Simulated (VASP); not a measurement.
# TePb in VASP: notebook

The runs below take TePb through single point, with PBE, r2SCAN.

Program: VASP 6.6.1. These are calculated values, not measurements. Logs are shortened: lines on timing, memory, paths and dates and some standing lists are left out, and cuts for length are marked.

### Step 1. The cell of the first run

The structure is orthorhombic, space group Amm2 (No. 38). Conventional cell: a = 4.189 Å, b = 4.545 Å, c = 7.718 Å, α = 90.00°, β = 90.00°, γ = 90.00°. Within 4.4 Å of Pb (site symmetry mm2) lie 6 Te at 3.32 to 3.35 Å and 2 Pb at 4.19 Å. Within 4.4 Å of Te (site symmetry mm2) lie 6 Pb at 3.32 to 3.35 Å and 2 Te at 4.19 Å.

### Step 2. Single point, PBE

Contents of INCAR:

```
ALGO = Normal
EDIFF = 1E-6
ENCUT = 520
GGA = PE
ISIF = 2
ISMEAR = 0
LASPH = True
LCHARG = False
LREAL = False
LWAVE = False
NBANDS = 17
NELM = 80
PREC = Accurate
SIGMA = 0.05
```

Contents of KPOINTS:

```
k-points
0
Gamma
  10 10 8
```

Contents of POSCAR:

```
TePb
1.0
    4.5450855574      0.0000000000      0.0000000000
   -2.2725427787      3.8589799560      0.0000000000
    0.0000000000      0.0000000000      4.1892026525
Pb Te
1 1
Direct
    0.0000000000      0.0000000000      0.0000000000
    0.6666666667      0.3333333333      0.5000000000
```

Potentials or basis: VASP PAW PBE potentials, release 64 (Pb_d, Te).

The run is started by

```sh
> cat potpaw_PBE.64/Pb_d/POTCAR potpaw_PBE.64/Te/POTCAR > POTCAR
> mpirun -np 1 vasp_std > vasp.out
```

OUTCAR:

```text
EDIFF = 1E-6
   ENCUT = 520
   GGA = PE
   ISIF = 2
   ISMEAR = 0
   LASPH = True
   LREAL = False
   NELM = 80
   PREC = Accurate

 ion  position               nearest neighbor table
   1  0.000  0.000  0.000-   2 3.32   2 3.32   2 3.35   2 3.35   2 3.35   2 3.35
   2  0.667  0.333  0.500-   1 3.32   1 3.32   1 3.35   1 3.35   1 3.35   1 3.35

  Warning from LATTYP: Monoclinic adjustment (A1->A3, A2->A1, A3->A2)!
  LATTYP: Found a base centered orthorhombic cell.
 ALAT       =     4.5450855574
 B/A-ratio  =     1.6980890270
 C/A-ratio  =     0.9216994047

  Lattice vectors:

 A1 = (   2.2725427787,  -3.8589799560,   0.0000000000)
 A2 = (   2.2725427787,   3.8589799560,   0.0000000000)
 A3 = (   0.0000000000,   0.0000000000,   4.1892026525)

Analysis of symmetry for initial positions (statically):
=====================================================================
 Subroutine PRICEL returns:
 Original cell was already a primitive cell.

 Routine SETGRP: Setting up the symmetry group for a
 base centered orthorhombic supercell.

 Subroutine GETGRP returns: Found  4 space group operations
 (whereof  4 operations were pure point group operations)
 out of a pool of  8 trial point group operations.

The static configuration has the point symmetry C_2v.

Analysis of symmetry for dynamics (positions and initial velocities):
=====================================================================
 Subroutine PRICEL returns:
 Original cell was already a primitive cell.

 Routine SETGRP: Setting up the symmetry group for a
 base centered orthorhombic supercell.

 Subroutine GETGRP returns: Found  4 space group operations
 (whereof  4 operations were pure point group operations)
 out of a pool of  8 trial point group operations.

The dynamic configuration has the point symmetry C_2v.

 Subroutine INISYM returns: Found  4 space group operations
 (whereof  4 operations are pure point group operations),
 and found     1 'primitive' translations

----------------------------------------------------------------------------------------

                                     Primitive cell

  volume of cell :      73.4761

  direct lattice vectors                    reciprocal lattice vectors
     4.545085557  0.000000000  0.000000000     0.220017860  0.129567918  0.000000000
    -2.272542779  3.858979956  0.000000000     0.000000000  0.259135837  0.000000000
     0.000000000  0.000000000  4.189202652     0.000000000  0.000000000  0.238708910

  length of vectors
     4.545085557  4.478412328  4.189202652     0.255334495  0.259135837  0.238708910

  position of ions in fractional coordinates (direct lattice)
     0.000000000  0.000000000  0.000000000
     0.666666667  0.333333333  0.500000000

  ion indices of the primitive-cell ions
   primitive index   ion index
                 1           1
                 2           2

----------------------------------------------------------------------------------------

 KPOINTS: k-points

Automatic generation of k-mesh.
 Grid dimensions read from file:
 generate k-points for:   10   10    8

 Generating k-lattice:

  Cartesian coordinates                     Fractional coordinates (reciprocal lattice)
     0.022001786  0.012956792  0.000000000     0.100000000  0.000000000  0.000000000
     0.000000000  0.025913584  0.000000000     0.000000000  0.100000000  0.000000000
     0.000000000  0.000000000  0.029838614     0.000000000  0.000000000  0.125000000

  Length of vectors
     0.025533450  0.025913584  0.029838614

  Shift w.r.t. Gamma in fractional coordinates (k-lattice)
     0.000000000  0.000000000  0.000000000

 Subroutine IBZKPT returns following result:
 ===========================================

 Found    155 irreducible k-points:

 Following reciprocal coordinates:
            Coordinates               Weight
  0.000000  0.000000  0.000000      1.000000
  0.100000  0.000000  0.000000      4.000000
  0.200000  0.000000  0.000000      4.000000
  0.300000  0.000000  0.000000      4.000000
  0.400000  0.000000  0.000000      4.000000
  0.500000  0.000000  0.000000      2.000000
[... 16 lines left out ...]
  0.000000  0.300000  0.000000      2.000000
  0.100000  0.300000  0.000000      4.000000
 [... further k-points ...]
   k-points           NKPTS =    155   k-points in BZ     NKDIM =    155   number of bands    NBANDS=     17
   number of dos      NEDOS =    301   number of ions     NIONS =      2
   total plane-waves  NPLWV =  41472
   dimension x,y,z NGX =    36 NGY =   36 NGZ =   32
   dimension x,y,z NGXF=    72 NGYF=   72 NGZF=   64
   ions per type =               1   1
   NGX,Y,Z   is equivalent  to a cutoff of  13.17, 13.36, 12.70 a.u.
   NGXF,Y,Z  is equivalent  to a cutoff of  26.34, 26.73, 25.40 a.u.
 SYSTEM =  unknown system
   PREC   = accura    normal or accurate (medium, high low for compatibility)
   ISTART =      0    job   : 0-new  1-cont  2-samecut
   ICHARG =      2    charge: 1-file 2-atom 10-const
   ISPIN  =      1    spin polarized calculation?
   LNONCOLLINEAR =      F non collinear calculations
   LSORBIT =      F    spin-orbit coupling
   LASPH  =      T    aspherical Exc in radial PAW
   ENCUT  =  520.0 eV  38.22 Ry    6.18 a.u.   8.45  8.33  7.79*2*pi/ulx,y,z
   NELM   =     80;   NELMIN=  2; NELMDL= -5     # of ELM steps
   EDIFF  = 0.1E-05   stopping-criterion for ELM
   LREAL  =      F    real-space projection
   EDIFFG = 0.1E-04   stopping-criterion for IOM
   NSW    =      0    number of steps for IOM
   IBRION =     -1    ionic relax: 0-MD 1-quasi-New 2-CG
   NFREE  =      0    steps in history (QN), initial steepest desc. (CG)
   ISIF   =      2    stress and relaxation
   ISYM   =      2    0-nonsym 1-usesym 2-fastsym
   POTIM  = 0.5000    time-step for ionic-motion
   TEBEG  =    0.0;   TEEND  =   0.0 temperature during run
   PSTRESS=    0.0 pullay stress
   NELECT =      20.0000    total number of electrons
   NUPDOWN=      -1.0000    fix difference up-down
   EMIN   =  10.00;   EMAX   =-10.00  energy-range for DOS
   EFERMI =   0.00;   METHOD = LEGACY
   ISMEAR =     0;   SIGMA  =   0.05  broadening in eV -4-tet -1-fermi 0-gaus
   EFERMI_NEDOS =   21; number of points for ismear=-14 and -15
   IALGO  =     38    algorithm
   IMIX   =      4    mixing-type and parameters
     AMIX     =   0.40;   BMIX     =  1.00
     AMIX_MAG =   1.60;   BMIX_MAG =  1.00
  volume/ion in A,a.u.               =      36.74       247.92
  Fermi-wavevector in a.u.,A,eV,Ry     =   1.060969  2.004941 15.315480  1.125656
  Thomas-Fermi vector in A             =   2.196369
   LORBIT       =      0    0 simple, 1 ext, 2 COOP (PROOUT), +10 PAW based schemes
   GGA     = PE    functional components
   LHFCALC =     F    Hartree Fock is set to
   AEXX    =    0.0000 exact exchange contribution
   IVDW    =     0    specifies the selected vdW correction
   LEPSILON=     F    determine dielectric tensor
   LRPA    =     F    only Hartree local field effects (RPA)
 non-spin polarized calculation
 Gauss-broadening in eV      SIGMA  =   0.05
  energy-cutoff  :      520.00
  volume of cell :       73.48
 maximum number of plane-waves:      2023
 NGX is ok and might be reduce to    36
   NGX = 17   NGY = 17   NGZ = 15

 number of electron      19.9999999 magnetization

 Free energy of the ion-electron system (eV)
  ---------------------------------------------------
  ext. energy  EPLUGINS =         0.00000000
  ---------------------------------------------------
  free energy    TOTEN  =        -7.28565915 eV

  energy without entropy =       -7.28517742  energy(sigma->0) =       -7.28541829

 E-fermi :   4.7953     XC(G=0):  -8.9009

 val. band max:        4.7894376483   @ k =  -0.4000   0.2000   0.1250
 cond. band min:       4.8144892394   @ k =   0.4000   0.2000   0.5000
 fundamental gap:      0.0250515911
 Fermi energy:         4.7953071109

 k-point     1 :       0.0000    0.0000    0.0000
  band No.  band energies     occupation
      1     -12.0686      2.00000
      2     -12.0664      2.00000
      3     -12.0477      2.00000
      4     -12.0160      2.00000
      5     -12.0141      2.00000
      6      -6.7747      2.00000
[... 9 lines left out ...]
     16      13.9997      0.00000
     17      14.1569      0.00000

 k-point     2 :       0.1000    0.0000    0.0000
  band No.  band energies     occupation
      1     -12.0688      2.00000
      2     -12.0646      2.00000
      3     -12.0466      2.00000
      4     -12.0170      2.00000
      5     -12.0145      2.00000
      6      -6.7038      2.00000
[... 9 lines left out ...]
     16      13.3941      0.00000
     17      13.9880      0.00000

 k-point     3 :       0.2000    0.0000    0.0000
  band No.  band energies     occupation
      1     -12.0704      2.00000
      2     -12.0590      2.00000
      3     -12.0436      2.00000
      4     -12.0199      2.00000
      5     -12.0152      2.00000
      6      -6.4988      2.00000
[... 9 lines left out ...]
     16      13.1234      0.00000
     17      13.8091      0.00000

 k-point     4 :       0.3000    0.0000    0.0000
  band No.  band energies     occupation
      1     -12.0729      2.00000
      2     -12.0519      2.00000
      3     -12.0396      2.00000
      4     -12.0236      2.00000
      5     -12.0159      2.00000
      6      -6.1909      2.00000
[... 9 lines left out ...]
     16      13.9001      0.00000
     17      14.5621      0.00000
[... 343 lines left out ...]
      1     -12.0694      2.00000
      2     -12.0528      2.00000
      3     -12.0384      2.00000
      4     -12.0243      2.00000
      5     -12.0172      2.00000
      6      -6.0283      2.00000
[... 9 lines left out ...]
     16      13.2606      0.00000
     17      14.3242      0.00000

 k-point    23 :       0.0000    0.3000    0.0000
  band No.  band energies     occupation
      1     -12.0728      2.00000
      2     -12.0515      2.00000
      3     -12.0386      2.00000
      4     -12.0226      2.00000
      5     -12.0177      2.00000
      6      -6.1635      2.00000
[... 9 lines left out ...]
     16      13.7927      0.00000
     17      14.5186      0.00000

 k-point    24 :       0.1000    0.3000    0.0000
  band No.  band energies     occupation
      1     -12.0728      2.00000
      2     -12.0492      2.00000
      3     -12.0361      2.00000
      4     -12.0244      2.00000
      5     -12.0184      2.00000
      6      -5.9433      2.00000
[... 9 lines left out ...]
     16      13.5240      0.00000
     17      14.2934      0.00000

 [... further k-points ...]

------------------------ aborting loop because EDIFF is reached ----------------------------------------

  FORCE on cell =-STRESS in cart. coord.  units (eV):
  Direction    XX          YY          ZZ          XY          YZ          ZX
  --------------------------------------------------------------------------------------
  -------------------------------------------------------------------------------------
  Total       -0.3563934     -0.2625001     -0.2495701      0.0000000      0.0000000      0.0000000
  in kB       -7.7713115     -5.7239279     -5.4419834      0.0000000      0.0000000      0.0000000
  external PRESSURE =      -6.3124076 kB  Pullay stress =       0.0000000 kB

 VOLUME and BASIS-vectors are now :
 -----------------------------------------------------------------------------
  energy-cutoff  :      520.00
  volume of cell :       73.48
      direct lattice vectors                 reciprocal lattice vectors
     4.545085557  0.000000000  0.000000000     0.220017860  0.129567918  0.000000000
    -2.272542779  3.858979956  0.000000000     0.000000000  0.259135837  0.000000000
     0.000000000  0.000000000  4.189202652     0.000000000  0.000000000  0.238708910

 POSITION                                       TOTAL-FORCE (eV/Angst)
 -----------------------------------------------------------------------------------
      0.00000      0.00000      0.00000        -0.000000      0.007754      0.000000
      2.27254      1.28633      2.09460         0.000000     -0.007754      0.000000
 -----------------------------------------------------------------------------------
    total drift:                               -0.000000      0.000387     -0.000000

  FREE ENERGIE OF THE ION-ELECTRON SYSTEM (eV)
  ---------------------------------------------------
  free  energy   TOTEN  =        -7.2856591547 eV

  energy  without entropy=       -7.2851774176  energy(sigma->0) =       -7.28541829
```

Wall time 64 s (1 thread of Intel Xeon 6975P-C (Granite Rapids), shared host); peak memory 0.34 GiB.

What came out:

```
Free energy            : -7.2857 eV
Pressure               : -0.6 GPa
Largest force          : 0.008 eV/Å
Band gap on the k mesh : zero (band 10 reaches 4.94 eV, above the bottom of band 11 at 4.51 eV)
```

Forces on the atoms (eV/Å):
```
Pb   0.000  0.008  0.000
Te   0.000 -0.008  0.000
```

Stress tensor (GPa, compression positive):
```
-0.78  0.00  0.00
 0.00 -0.57  0.00
 0.00  0.00 -0.54
```

Levels at points of the mesh, in eV from the Fermi level:
```
           k point  band 6  band 7  band 8  band 9  band 10  band 11  band 12  band 13  band 14  band 15
(0.00, 0.00, 0.00)  -11.57   -6.24   -1.59   -1.06    -1.01     2.60     2.74     4.37     5.56     5.75
(0.50, 0.00, 0.00)  -10.50   -8.15   -2.08   -1.59    -0.42     2.00     2.71     4.57     4.67     9.30
(0.00, 0.50, 0.00)  -10.44   -8.18   -2.20   -1.66    -0.36     2.02     2.67     4.58     4.61     9.22
(0.00, 0.00, 0.50)  -10.39   -8.61   -0.24   -0.18    -0.06     1.06     2.42     2.51     6.88     7.09
(0.50, 0.00, 0.50)   -9.83   -7.69   -3.48   -3.48    -0.66     1.40     2.60     2.63     8.37     9.52
(0.00, 0.50, 0.50)   -9.80   -7.63   -3.49   -3.48    -0.76     1.25     2.49     2.51     8.48     9.59
```

Caveat: spin-orbit coupling is left out, which moves the levels of the heavy elements.

### Step 3. Single point, r2SCAN

This run uses another cell than the first one, of 36.02 Å³/atom, 0.980 times its volume.

Contents of POSCAR:

```
TePb
1.0
    4.4559662328      0.0000000000      0.0000000000
   -2.2279831164      3.8589799560      0.0000000000
    0.0000000000      0.0000000000      4.1892026525
Pb Te
1 1
Direct
    0.0000000000      0.0000000000      0.0000000000
    0.6666666667      0.3333333333      0.5000000000
```

Contents of INCAR.step1:

```
ALGO = Normal ; EDIFF = 1E-4
ENCUT = 520 ; GGA = PE
ISMEAR = 0 ; LASPH = T
LCHARG = F ; LREAL = F
LWAVE = T ; NBANDS = 17
NELM = 100 ; PREC = Accurate
SIGMA = 0.05
```

Contents of INCAR.step2:

```
ALGO = Normal ; EDIFF = 1E-6
ENCUT = 520 ; ISIF = 2
ISMEAR = 0 ; ISTART = 1
LASPH = T ; LCHARG = T
LELF = T ; LMIXTAU = T
LREAL = F ; LVHAR = T
LWAVE = F ; METAGGA = R2SCAN
NBANDS = 17 ; NELM = 100
PREC = Accurate ; SIGMA = 0.05
```

KPOINTS is that of step 2.

Potentials or basis: VASP PAW PBE potentials, release 64 (Pb_d, Te).

The run is started by

```sh
> cat potpaw_PBE.64/Pb_d/POTCAR potpaw_PBE.64/Te/POTCAR > POTCAR
> cp INCAR.step1 INCAR
> mpirun -np 1 vasp_std > vasp.out
> cp INCAR.step2 INCAR
> mpirun -np 1 vasp_std > vasp.out
```

OUTCAR:

```text
EDIFF = 1E-6
   ENCUT = 520
   ISIF = 2
   ISMEAR = 0
   ISTART = 1
   LASPH = T
   LREAL = F
   METAGGA = R2SCAN
   NELM = 100
   PREC = Accurate

 ion  position               nearest neighbor table
   1  0.000  0.000  0.000-   2 3.32   2 3.32   2 3.32   2 3.32   2 3.32   2 3.32
   2  0.667  0.333  0.500-   1 3.32   1 3.32   1 3.32   1 3.32   1 3.32   1 3.32

  LATTYP: Found a hexagonal cell.
 ALAT       =     4.4559662328
 C/A-ratio  =     0.9401333928

  Lattice vectors:

 A1 = (   4.4559662328,   0.0000000000,   0.0000000000)
 A2 = (  -2.2279831164,   3.8589799560,   0.0000000000)
 A3 = (   0.0000000000,   0.0000000000,   4.1892026525)

Analysis of symmetry for initial positions (statically):
=====================================================================
 Subroutine PRICEL returns:
 Original cell was already a primitive cell.

 Routine SETGRP: Setting up the symmetry group for a
 hexagonal supercell.

 Subroutine GETGRP returns: Found 12 space group operations
 (whereof 12 operations were pure point group operations)
 out of a pool of 24 trial point group operations.

The static configuration has the point symmetry D_3h.

[... 159 lines left out ...]
  energy without entropy =      -82.42760371  energy(sigma->0) =      -82.42769596

 E-fermi :   4.8789     XC(G=0):  -9.4826

 val. band max:        4.7917189646   @ k =   0.2000   0.2000   0.1250
 cond. band min:       4.9117103468   @ k =   0.0000   0.0000   0.5000
 fundamental gap:      0.1199913822
 Fermi energy:         4.8788952133

 k-point     1 :       0.0000    0.0000    0.0000
  band No.  band energies     occupation
      1     -12.6478      2.00000
      2     -12.6478      2.00000
      3     -12.6247      2.00000
      4     -12.5912      2.00000
      5     -12.5912      2.00000
      6      -7.2721      2.00000
[... 457 lines left out ...]
      4     -12.6034      2.00000
      5     -12.5979      2.00000
      6      -5.9841      2.00000
[... 9 lines left out ...]
     16      14.2810      0.00000
     17      15.3756      0.00000

 [... further k-points ...]

------------------------ aborting loop because EDIFF is reached ----------------------------------------

  FORCE on cell =-STRESS in cart. coord.  units (eV):
  Direction    XX          YY          ZZ          XY          YZ          ZX
  --------------------------------------------------------------------------------------
  -------------------------------------------------------------------------------------
  Total       -0.2495071     -0.2495071     -0.2516629      0.0000000      0.0000000      0.0000000
  in kB       -5.5494205     -5.5494205     -5.5973692      0.0000000      0.0000000      0.0000000
  external PRESSURE =      -5.5654034 kB  Pullay stress =       0.0000000 kB

 VOLUME and BASIS-vectors are now :
 -----------------------------------------------------------------------------
  energy-cutoff  :      520.00
  volume of cell :       72.04
      direct lattice vectors                 reciprocal lattice vectors
     4.455966233  0.000000000  0.000000000     0.224418218  0.129567918  0.000000000
    -2.227983116  3.858979956  0.000000000     0.000000000  0.259135837  0.000000000
     0.000000000  0.000000000  4.189202652     0.000000000  0.000000000  0.238708910

 POSITION                                       TOTAL-FORCE (eV/Angst)
 -----------------------------------------------------------------------------------
      0.00000      0.00000      0.00000        -0.000000      0.000000      0.000000
      2.22798      1.28633      2.09460         0.000000     -0.000000      0.000000
 -----------------------------------------------------------------------------------
    total drift:                               -0.000000      0.000000     -0.000000

  FREE ENERGIE OF THE ION-ELECTRON SYSTEM (eV)
  ---------------------------------------------------
  free  energy   TOTEN  =       -82.4277882012 eV

  energy  without entropy=      -82.4276037130  energy(sigma->0) =      -82.42769596
```

Run time: 1.9 min. Hardware: 1 thread of Intel Xeon 6975P-C (Granite Rapids), shared host; peak memory 0.26 GiB.

What came out:

- Free energy: -82.4278 eV
- Pressure: -0.6 GPa
- Band gap on the k mesh: zero (band 10 reaches 5.01 eV, above the bottom of band 11 at 4.61 eV)

Caveat: the PAW data sets were made with another functional, which shifts forces and pressure a little; spin-orbit coupling is left out, which moves the levels of the heavy elements.
